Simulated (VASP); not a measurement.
# W (Fm-3m) in VASP: a series of runs

The runs below take W through single point, relaxation of volume and atoms at fixed shape, with PBE.

All numbers are computed with VASP 6.6.1; they aren't measurements. Logs are shortened: lines on timing, memory, paths and dates and some standing lists are left out, and cuts for length are marked.

## (1) The cell of the first run

It takes space group Fm-3m (No. 225, cubic). Conventional cell: a = 4.036 Å, b = 4.036 Å, c = 4.036 Å, α = 90.00°, β = 90.00°, γ = 90.00°. W (site symmetry m-3m) has 12 W at 2.85 Å within 3.8 Å.

## (2) Single point, PBE

INCAR

```
SYSTEM = W
  ALGO = Normal
  EDIFF = 1E-6
  ENCUT = 500
  GGA = PE
  GGA_COMPAT = .FALSE.
  ISIF = 2
  ISMEAR = 0
  LASPH = .TRUE.
  LCHARG = .FALSE.
  LREAL = .FALSE.
  LWAVE = .FALSE.
  NBANDS = 36
  NELM = 120
  PREC = Accurate
  SIGMA = 0.1
```

KPOINTS

```
k-points
0
G
  6 6 6
  0 0 0
```

POSCAR

```
W
1.0
    4.0358960457      0.0000000000      0.0000000000
    0.0000000000      4.0358960457      0.0000000000
    0.0000000000      0.0000000000      4.0358960457
W
4
Direct
    0.0000000000      0.0000000000      0.0000000000
    0.0000000000      0.5000000000      0.5000000000
    0.5000000000      0.0000000000      0.5000000000
    0.5000000000      0.5000000000      0.0000000000
```

Potentials or basis: VASP PAW PBE potentials, release 64 (W_sv).

Launch:

```
$ cat potpaw_PBE.64/W_sv/POTCAR > POTCAR
$ mpirun -np 1 vasp_std > vasp.out
```

OUTCAR:

```text
SYSTEM = W
   EDIFF = 1E-6
   ENCUT = 500
   GGA = PE
   ISIF = 2
   ISMEAR = 0
   LASPH = .TRUE.
   LREAL = .FALSE.
   NELM = 120
   PREC = Accurate

 ion  position               nearest neighbor table
   1  0.000  0.000  0.000-   2 2.85   3 2.85   4 2.85   2 2.85   3 2.85   2 2.85   4 2.85   2 2.85
                             3 2.85   4 2.85   3 2.85   4 2.85
   2  0.000  0.500  0.500-   1 2.85   3 2.85   4 2.85   1 2.85   4 2.85   1 2.85   3 2.85   1 2.85
                             3 2.85   4 2.85   4 2.85   3 2.85
   3  0.500  0.000  0.500-   1 2.85   2 2.85   4 2.85   1 2.85   4 2.85   2 2.85   4 2.85   4 2.85
                             1 2.85   2 2.85   1 2.85   2 2.85
   4  0.500  0.500  0.000-   1 2.85   2 2.85   3 2.85   2 2.85   3 2.85   1 2.85   3 2.85   3 2.85
                             1 2.85   2 2.85   2 2.85   1 2.85

  LATTYP: Found a simple cubic cell.
 ALAT       =     4.0358960457

  Lattice vectors:

 A1 = (   4.0358960457,   0.0000000000,   0.0000000000)
 A2 = (   0.0000000000,   4.0358960457,   0.0000000000)
 A3 = (   0.0000000000,   0.0000000000,   4.0358960457)

Analysis of symmetry for initial positions (statically):
=====================================================================
 Subroutine PRICEL returns following result:

  LATTYP: Found a face centered cubic cell.
 ALAT       =     4.0358960457

  Lattice vectors:

 A1 = (   2.0179480229,  -2.0179480229,   0.0000000000)
 A2 = (   2.0179480229,   0.0000000000,   2.0179480228)
 A3 = (   0.0000000000,  -2.0179480229,   2.0179480229)

   4 primitive cells build up your supercell.

 Routine SETGRP: Setting up the symmetry group for a
 simple cubic supercell.

 Subroutine GETGRP returns: Found 48 space group operations
 (whereof 48 operations were pure point group operations)
 out of a pool of 48 trial point group operations.

The static configuration has the point symmetry O_h .

Analysis of symmetry for dynamics (positions and initial velocities):
=====================================================================
 Subroutine PRICEL returns following result:

  LATTYP: Found a face centered cubic cell.
 ALAT       =     4.0358960457

  Lattice vectors:

 A1 = (   2.0179480229,  -2.0179480229,   0.0000000000)
 A2 = (   2.0179480229,   0.0000000000,   2.0179480228)
 A3 = (   0.0000000000,  -2.0179480229,   2.0179480229)

   4 primitive cells build up your supercell.

 Routine SETGRP: Setting up the symmetry group for a
 simple cubic supercell.

 Subroutine GETGRP returns: Found 48 space group operations
 (whereof 48 operations were pure point group operations)
 out of a pool of 48 trial point group operations.

The dynamic configuration has the point symmetry O_h .

 Subroutine INISYM returns: Found 48 space group operations
 (whereof 48 operations are pure point group operations),
 and found     4 'primitive' translations

----------------------------------------------------------------------------------------

                                     Primitive cell

  volume of cell :      16.4346

  direct lattice vectors                    reciprocal lattice vectors
     2.017948023 -2.017948023  0.000000000     0.247776451 -0.247776451 -0.247776451
     2.017948023  0.000000000  2.017948023     0.247776451  0.247776451  0.247776451
     0.000000000 -2.017948023  2.017948023    -0.247776451 -0.247776451  0.247776451

  length of vectors
     2.853809462  2.853809462  2.853809462     0.429161403  0.429161403  0.429161403

  position of ions in fractional coordinates (direct lattice)
     0.000000000  0.000000000  0.000000000

  ion indices of the primitive-cell ions
   primitive index   ion index
                 1           1

----------------------------------------------------------------------------------------

 KPOINTS: k-points

Automatic generation of k-mesh.
 Grid dimensions read from file:
 generate k-points for:    6    6    6

 Generating k-lattice:

  Cartesian coordinates                     Fractional coordinates (reciprocal lattice)
     0.041296075  0.000000000  0.000000000     0.166666667  0.000000000  0.000000000
     0.000000000  0.041296075  0.000000000     0.000000000  0.166666667  0.000000000
     0.000000000  0.000000000  0.041296075     0.000000000  0.000000000  0.166666667

  Length of vectors
     0.041296075  0.041296075  0.041296075

  Shift w.r.t. Gamma in fractional coordinates (k-lattice)
     0.000000000  0.000000000  0.000000000

 Subroutine IBZKPT returns following result:
 ===========================================

 Found     20 irreducible k-points:

 Following reciprocal coordinates:
            Coordinates               Weight
  0.000000  0.000000  0.000000      1.000000
  0.166667  0.000000  0.000000      6.000000
  0.333333  0.000000  0.000000      6.000000
  0.500000  0.000000  0.000000      3.000000
  0.166667  0.166667  0.000000     12.000000
  0.333333  0.166667  0.000000     24.000000
[... 12 lines left out ...]
  0.500000  0.500000  0.333333      6.000000
  0.500000  0.500000  0.500000      1.000000
   k-points           NKPTS =     20   k-points in BZ     NKDIM =     20   number of bands    NBANDS=     36
   number of dos      NEDOS =    301   number of ions     NIONS =      4
   total plane-waves  NPLWV =  27000
   dimension x,y,z NGX =    30 NGY =   30 NGZ =   30
   dimension x,y,z NGXF=    60 NGYF=   60 NGZF=   60
   ions per type =               4
   NGX,Y,Z   is equivalent  to a cutoff of  12.36, 12.36, 12.36 a.u.
   NGXF,Y,Z  is equivalent  to a cutoff of  24.72, 24.72, 24.72 a.u.
 SYSTEM =  W
   PREC   = accura    normal or accurate (medium, high low for compatibility)
   ISTART =      0    job   : 0-new  1-cont  2-samecut
   ICHARG =      2    charge: 1-file 2-atom 10-const
   ISPIN  =      1    spin polarized calculation?
   LNONCOLLINEAR =      F non collinear calculations
   LSORBIT =      F    spin-orbit coupling
   LASPH  =      T    aspherical Exc in radial PAW
   ENCUT  =  500.0 eV  36.75 Ry    6.06 a.u.   7.36  7.36  7.36*2*pi/ulx,y,z
   NELM   =    120;   NELMIN=  2; NELMDL= -5     # of ELM steps
   EDIFF  = 0.1E-05   stopping-criterion for ELM
   LREAL  =      F    real-space projection
   EDIFFG = 0.1E-04   stopping-criterion for IOM
   NSW    =      0    number of steps for IOM
   IBRION =     -1    ionic relax: 0-MD 1-quasi-New 2-CG
   NFREE  =      0    steps in history (QN), initial steepest desc. (CG)
   ISIF   =      2    stress and relaxation
   ISYM   =      2    0-nonsym 1-usesym 2-fastsym
   POTIM  = 0.5000    time-step for ionic-motion
   TEBEG  =    0.0;   TEEND  =   0.0 temperature during run
   PSTRESS=    0.0 pullay stress
   NELECT =      56.0000    total number of electrons
   NUPDOWN=      -1.0000    fix difference up-down
   EMIN   =  10.00;   EMAX   =-10.00  energy-range for DOS
   EFERMI =   0.00;   METHOD = LEGACY
   ISMEAR =     0;   SIGMA  =   0.10  broadening in eV -4-tet -1-fermi 0-gaus
   EFERMI_NEDOS =   21; number of points for ismear=-14 and -15
   IALGO  =     38    algorithm
   IMIX   =      4    mixing-type and parameters
     AMIX     =   0.40;   BMIX     =  1.00
     AMIX_MAG =   1.60;   BMIX_MAG =  1.00
  volume/ion in A,a.u.               =      16.43       110.91
  Fermi-wavevector in a.u.,A,eV,Ry     =   1.551902  2.932669 32.768255  2.408399
  Thomas-Fermi vector in A             =   2.656354
   LORBIT       =      0    0 simple, 1 ext, 2 COOP (PROOUT), +10 PAW based schemes
   GGA     = PE    functional components
   LHFCALC =     F    Hartree Fock is set to
   AEXX    =    0.0000 exact exchange contribution
   IVDW    =     0    specifies the selected vdW correction
   LEPSILON=     F    determine dielectric tensor
   LRPA    =     F    only Hartree local field effects (RPA)
 non-spin polarized calculation
 Gauss-broadening in eV      SIGMA  =   0.10
  energy-cutoff  :      500.00
  volume of cell :       65.74
 maximum number of plane-waves:      1743
 NGX is ok and might be reduce to    30
   NGX = 15   NGY = 15   NGZ = 15

 number of electron      55.9999986 magnetization

 Free energy of the ion-electron system (eV)
  ---------------------------------------------------
  ext. energy  EPLUGINS =         0.00000000
  ---------------------------------------------------
  free energy    TOTEN  =       -49.91226740 eV

  energy without entropy =      -49.88744707  energy(sigma->0) =      -49.89985723

 E-fermi :  10.4807     XC(G=0): -13.4272

 val. band max:       10.4587811629   @ k =   0.3333   0.1667   0.0000
 cond. band min:      10.4809098528   @ k =   0.5000   0.5000   0.3333
 fundamental gap:      0.0221286900
 Fermi energy:        10.4806988591

 k-point     1 :       0.0000    0.0000    0.0000
  band No.  band energies     occupation
      1     -63.2031      2.00000
      2     -63.0629      2.00000
      3     -63.0629      2.00000
      4     -63.0629      2.00000
      5     -27.9048      2.00000
      6     -27.9048      2.00000
[... 28 lines left out ...]
     35      16.2326      0.00000
     36      16.2326      0.00000

 k-point     2 :       0.1667    0.0000    0.0000
  band No.  band energies     occupation
      1     -63.1937      2.00000
      2     -63.0723      2.00000
      3     -63.0628      2.00000
      4     -63.0628      2.00000
      5     -27.8627      2.00000
      6     -27.8627      2.00000
[... 28 lines left out ...]
     35      15.2821      0.00000
     36      15.2821      0.00000

 k-point     3 :       0.3333    0.0000    0.0000
  band No.  band energies     occupation
      1     -63.1682      2.00000
      2     -63.0980      2.00000
      3     -63.0627      2.00000
      4     -63.0627      2.00000
      5     -27.7467      2.00000
      6     -27.7467      2.00000
[... 28 lines left out ...]
     35      13.5915      0.00000
     36      14.7604      0.00000
[... 586 lines left out ...]
 k-point    19 :       0.5000    0.5000    0.3333
  band No.  band energies     occupation
      1     -63.0976      2.00000
      2     -63.0976      2.00000
      3     -63.0976      2.00000
      4     -63.0976      2.00000
      5     -27.9204      2.00000
      6     -27.9204      2.00000
[... 28 lines left out ...]
     35      14.9322      0.00000
     36      14.9322      0.00000

 k-point    20 :       0.5000    0.5000    0.5000
  band No.  band energies     occupation
      1     -63.0975      2.00000
      2     -63.0975      2.00000
      3     -63.0975      2.00000
      4     -63.0975      2.00000
      5     -27.9762      2.00000
      6     -27.9762      2.00000
[... 28 lines left out ...]
     35      15.5050      0.00000
     36      15.5050      0.00000

------------------------ aborting loop because EDIFF is reached ----------------------------------------

  FORCE on cell =-STRESS in cart. coord.  units (eV):
  Direction    XX          YY          ZZ          XY          YZ          ZX
  --------------------------------------------------------------------------------------
  -------------------------------------------------------------------------------------
  Total        0.2119467      0.2119467      0.2119467      0.0000000     -0.0000000      0.0000000
  in kB        5.1655597      5.1655597      5.1655597      0.0000000     -0.0000000      0.0000000
  external PRESSURE =       5.1655597 kB  Pullay stress =       0.0000000 kB

 VOLUME and BASIS-vectors are now :
 -----------------------------------------------------------------------------
  energy-cutoff  :      500.00
  volume of cell :       65.74
      direct lattice vectors                 reciprocal lattice vectors
     4.035896046  0.000000000  0.000000000     0.247776451  0.000000000  0.000000000
     0.000000000  4.035896046  0.000000000     0.000000000  0.247776451  0.000000000
     0.000000000  0.000000000  4.035896046     0.000000000  0.000000000  0.247776451

 POSITION                                       TOTAL-FORCE (eV/Angst)
 -----------------------------------------------------------------------------------
      0.00000      0.00000      0.00000         0.000000     -0.000000      0.000000
      0.00000      2.01795      2.01795        -0.000000     -0.000000     -0.000000
      2.01795      0.00000      2.01795         0.000000     -0.000000      0.000000
      2.01795      2.01795      0.00000        -0.000000      0.000000     -0.000000
 -----------------------------------------------------------------------------------
    total drift:                                0.000000      0.000000     -0.000000

  FREE ENERGIE OF THE ION-ELECTRON SYSTEM (eV)
  ---------------------------------------------------
  free  energy   TOTEN  =       -49.9122674017 eV

  energy  without entropy=      -49.8874470673  energy(sigma->0) =      -49.89985723
```

Run time: 15 s. Hardware: 1 thread of Intel Xeon 6975P-C (Granite Rapids), shared host; peak memory 0.18 GiB.

Results:

```
Free energy            : -49.9123 eV
Pressure               : 0.5 GPa
Band gap on the k mesh : zero (band 28 reaches 13.03 eV, above the bottom of band 29 at 10.07 eV)
```

Caveat: spin-orbit coupling is left out, which moves the levels of the heavy elements.

## (3) Relaxation of volume and atoms at fixed shape, PBE

This run uses another cell than the first one, of 15.88 Å³/atom, 0.966 times its volume.

INCAR

```
SYSTEM = W
PREC = Accurate ; ENCUT = 500
EDIFF = 1E-7 ; ISMEAR = 0
SIGMA = 0.1 ; LREAL = .False.
LASPH = .True. ; NELM = 120
ALGO = Normal ; ISIF = 8
LWAVE = .False. ; LCHARG = .False.
GGA = PE ; IBRION = 2
NSW = 60 ; EDIFFG = -0.03
GGA_COMPAT = .False. ; NELMIN = 4
```

KPOINTS

```
Automatic mesh
0
Gamma
  6 6 6
  0 0 0
```

POSCAR

```
W
1.0
    3.9900000000      0.0000000000      0.0000000000
    0.0000000000      3.9900000000      0.0000000000
    0.0000000000      0.0000000000      3.9900000000
W
4
Direct
    0.0000000000      0.0000000000      0.0000000000
    0.0000000000      0.5000000000      0.5000000000
    0.5000000000      0.0000000000      0.5000000000
    0.5000000000      0.5000000000      0.0000000000
```

Potentials or basis: VASP PAW PBE potentials, release 64 (W_sv).

Launch:

```
$ cat potpaw_PBE.64/W_sv/POTCAR > POTCAR
$ mpirun -np 1 vasp_std > vasp.out
```

OUTCAR:

```text
SYSTEM = W
   PREC = Accurate
   ENCUT = 500
   EDIFF = 1E-7
   ISMEAR = 0
   LREAL = .False.
   LASPH = .True.
   NELM = 120
   ISIF = 8
   GGA = PE
   IBRION = 2
   NSW = 60
   EDIFFG = -0.03
   NELMIN = 4

 ion  position               nearest neighbor table
   1  0.000  0.000  0.000-   2 2.82   3 2.82   4 2.82   2 2.82   3 2.82   2 2.82   4 2.82   2 2.82
                             3 2.82   4 2.82   3 2.82   4 2.82
   2  0.000  0.500  0.500-   1 2.82   3 2.82   4 2.82   1 2.82   4 2.82   1 2.82   3 2.82   1 2.82
                             3 2.82   4 2.82   4 2.82   3 2.82
   3  0.500  0.000  0.500-   1 2.82   2 2.82   4 2.82   1 2.82   4 2.82   2 2.82   4 2.82   4 2.82
                             1 2.82   2 2.82   1 2.82   2 2.82
   4  0.500  0.500  0.000-   1 2.82   2 2.82   3 2.82   2 2.82   3 2.82   1 2.82   3 2.82   3 2.82
                             1 2.82   2 2.82   2 2.82   1 2.82

  LATTYP: Found a simple cubic cell.
 ALAT       =     3.9900000000

  Lattice vectors:

 A1 = (   3.9900000000,   0.0000000000,   0.0000000000)
[... 237 lines left out ...]
 Fermi energy:         8.9418167564

 k-point     1 :       0.0000    0.0000    0.0000
  band No.  band energies     occupation
      1     -65.0031      2.00000
      2     -64.9223      2.00000
      3     -64.9223      2.00000
      4     -64.9223      2.00000
      5     -29.4655      2.00000
      6     -29.4655      2.00000
[... 784 lines left out ...]
--------------------------------------- Ionic step        4  -------------------------------------------

 number of electron      55.9999987 magnetization

 Free energy of the ion-electron system (eV)
  ---------------------------------------------------
  ext. energy  EPLUGINS =         0.00000000
  ---------------------------------------------------
  free energy    TOTEN  =       -49.91090868 eV

  energy without entropy =      -49.88592886  energy(sigma->0) =      -49.89841877

 E-fermi :  10.4542     XC(G=0): -13.4166

 val. band max:       10.4508241925   @ k =   0.5000   0.5000   0.3333
 cond. band min:      10.4666893172   @ k =   0.3333   0.3333   0.1667
 fundamental gap:      0.0158651247
 Fermi energy:        10.4541771385

 k-point     1 :       0.0000    0.0000    0.0000
  band No.  band energies     occupation
      1     -63.2336      2.00000
      2     -63.0945      2.00000
      3     -63.0945      2.00000
      4     -63.0945      2.00000
      5     -27.9307      2.00000
      6     -27.9307      2.00000
[... 740 lines left out ...]
  FREE ENERGIE OF THE ION-ELECTRON SYSTEM (eV)
  ---------------------------------------------------
  free  energy   TOTEN  =       -49.9109086786 eV

  energy  without entropy=      -49.8859288644  energy(sigma->0) =      -49.89841877

 reached required accuracy - stopping structural energy minimisation
```

Wall time 58 s (1 thread of Intel Xeon 6975P-C (Granite Rapids), shared host); peak memory 0.18 GiB.

Results:

```yaml
Free_energy: -49.9109 eV
Relaxed_volume: 16.47 Å³/atom
Relaxed_cell: a = 4.038 Å, b = 4.038 Å, c = 4.038 Å, α = 90.00°, β = 90.00°, γ = 90.00°
Space_group_after_relaxing_to_0.05_Å: Fm-3m (No. 225)
Energy_gained_by_relaxing: 19.3 meV/atom
Ionic_steps: 4
Pressure_after_relaxing: 0.0 GPa
Band_gap_on_the_k_mesh: zero (band 28 reaches 13.00 eV, above the bottom of band 29 at 10.05 eV)
```

The path:
```tsv
step	energy change (eV)	largest force (eV/Å)	pressure (GPa)	volume (Å³)
1	0.0000	0.0000	10.92	63.52
2	0.6515	0.0000	-26.00	74.00
3	-0.0769	0.0000	-0.47	65.97
4	-0.0771	0.0000	-0.02	65.86
```

Final structure:
```yaml
crystal:
  lattice:
    - [4.03848, 0.00000, 0.00000]
    - [0.00000, 4.03848, 0.00000]
    - [0.00000, 0.00000, 4.03848]
  atoms:
    - { symbol: W, position: [0.00000, 0.00000, 0.00000] }
    - { symbol: W, position: [0.00000, 0.50000, 0.50000] }
    - { symbol: W, position: [0.50000, 0.00000, 0.50000] }
    - { symbol: W, position: [0.50000, 0.50000, 0.00000] }
```

Levels at points of the mesh, in eV from the Fermi level:
| k point | band 26 | band 27 | band 28 | band 29 | band 30 | band 31 |
| --- | --- | --- | --- | --- | --- | --- |
| (0.00, 0.00, 0.00) | -0.56 | 2.55 | 2.55 | 3.02 | 3.02 | 3.02 |
| (0.50, 0.00, 0.00) | -2.02 | -0.12 | -0.12 | 1.26 | 1.26 | 1.56 |
| (0.50, 0.50, 0.00) | -1.85 | -1.85 | -1.85 | 0.86 | 0.86 | 0.86 |
| (0.50, 0.50, 0.50) | -0.78 | -0.78 | -0.78 | 0.61 | 0.61 | 0.61 |

Caveat: spin-orbit coupling is left out, which moves the levels of the heavy elements.
